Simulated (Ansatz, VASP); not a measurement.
**One calculation of InAs, two programs**

```
In As
1.0
     0.00000    3.09338    3.18618
     3.09338    0.00000    3.18618
     3.09338    3.09338    0.00000
In As
1 1
Direct
  0.00000 0.00000 0.00000
  0.75000 0.75000 0.75000
```

Change from the starting cell: strain +0.000 along x and y, +0.030 along z, atoms carried along.

Alike in both runs: task single point; functional PBE; k mesh 16 × 16 × 16; occupations gaussian, width 0.15 eV; no spin polarisation.

```csv
,VASP,Ansatz
version,VASP 6.6.1,Ansatz 0.2.0
potentials or method,"VASP PAW PBE potentials, release 64 (In_d, As), cutoff 520 eV","scalar-relativistic, plane waves, PAW"
valence electrons in the cell,18,28
```

Ansatz gave:

* gap on the k mesh at the Fermi level (eV): none
* pressure (GPa): -1.4
* traceless stress, the component that is largest in VASP (GPa): -0.70

Estimate VASP's values.

gap on the k mesh at the Fermi level (eV): none; pressure (GPa): -1.3; traceless stress, the component that is largest in VASP (GPa): -0.70.

A gap of «none» marks a metal or a gap that the smearing closes. VASP's potentials hold 18 valence electrons a cell and Ansatz's 28, so a difference there can come from the potentials and not from the codes.
